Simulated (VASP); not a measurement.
Write the native input for VASP 6.6.1 that does the following.

```
Task                   : single point
Functional             : PBEsol
Potentials or basis    : VASP PAW PBE potentials, release 64 (Cs_sv)
Cutoff                 : 520 eV
k mesh                 : 9 × 9 × 9
Occupations            : fermi-dirac, width 0.03 eV
Spin                   : no spin polarisation
Dipole correction      : no
Further INCAR settings : ALGO = Normal; EDIFF = 1e-07; NBANDS = 10
```

The structure of Cs lies in POSCAR:

```
Cs
1.0
   -3.1284650614      3.1284650614      3.1284650614
    3.1284650614     -3.1284650614      3.1284650614
    3.1284650614      3.1284650614     -3.1284650614
Cs
1
Direct
    0.0000000000      0.0000000000      0.0000000000
```

The input as run:

INCAR

```
ALGO = Normal ; EDIFF = 1E-7
ENCUT = 520 ; GGA = PS
ISIF = 2 ; ISMEAR = -1
LASPH = True ; LCHARG = False
LREAL = False ; LWAVE = False
NBANDS = 10 ; NELM = 80
PREC = Accurate ; SIGMA = 0.03
```

KPOINTS

```
k-points
0
Gamma
  9 9 9
```

Potentials or basis: VASP PAW PBE potentials, release 64 (Cs_sv).

Command:

```sh
$ cat potpaw_PBE.64/Cs_sv/POTCAR > POTCAR
$ mpirun -np 1 vasp_std > vasp.out
```

Results of the run:

- Pressure: -0.2 GPa
- Band gap on the k mesh: zero (an odd number of electrons rules out a gap without spin polarisation)

Caveat: the PAW data sets were made with another functional, which shifts forces and pressure a little; spin-orbit coupling is left out, which moves the levels of the heavy elements.

Run time: 29 s on 1 thread of Intel(R) Xeon(R) Platinum 8375C CPU @ 2.90GHz (Ice Lake), on a shared host, peak memory 0.24 GiB.
